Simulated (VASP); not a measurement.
# TaBi (CsCl type): single point with PBE

Crystal: TaBi (CsCl type).

```
CELL_PARAMETERS angstrom
2.96578 0.00000 0.00000
0.00000 2.96578 0.00000
0.00000 0.00000 2.96578
ATOMIC_POSITIONS crystal
Ta 0.00000 0.00000 0.00000
Bi 0.50000 0.50000 0.50000
```

| Property | Result |
| --- | --- |
| Program | VASP 6.6.1 |
| Task | single point |
| Functional | PBE |
| Potentials or basis | VASP PAW PBE potentials, release 64 (Ta_pv, Bi_d) |
| Cutoff | 520 eV |
| k mesh | 13 × 13 × 13 |
| Occupations | fermi-dirac, width 0.1 eV |
| Spin | no spin polarisation |

```json
{
  "Pressure": "201.4 GPa",
  "Band gap on the k mesh": "zero (band 13 reaches 20.69 eV, above the bottom of band 14 at 15.36 eV)"
}
```

Levels at points of the mesh, in eV from the Fermi level:
| k point | band 10 | band 11 | band 12 | band 13 | band 14 | band 15 | band 16 | band 17 |
| --- | --- | --- | --- | --- | --- | --- | --- | --- |
| (0.00, 0.00, 0.00) | -4.30 | -4.30 | 1.66 | 1.66 | 1.66 | 2.62 | 2.62 | 2.62 |

Wall time 15 s on 1 thread of AMD EPYC 9R45 96-Core Processor (Zen 5), on a shared host, peak memory 0.14 GiB.

Caveat: spin-orbit coupling is left out, which moves the levels of the heavy elements.
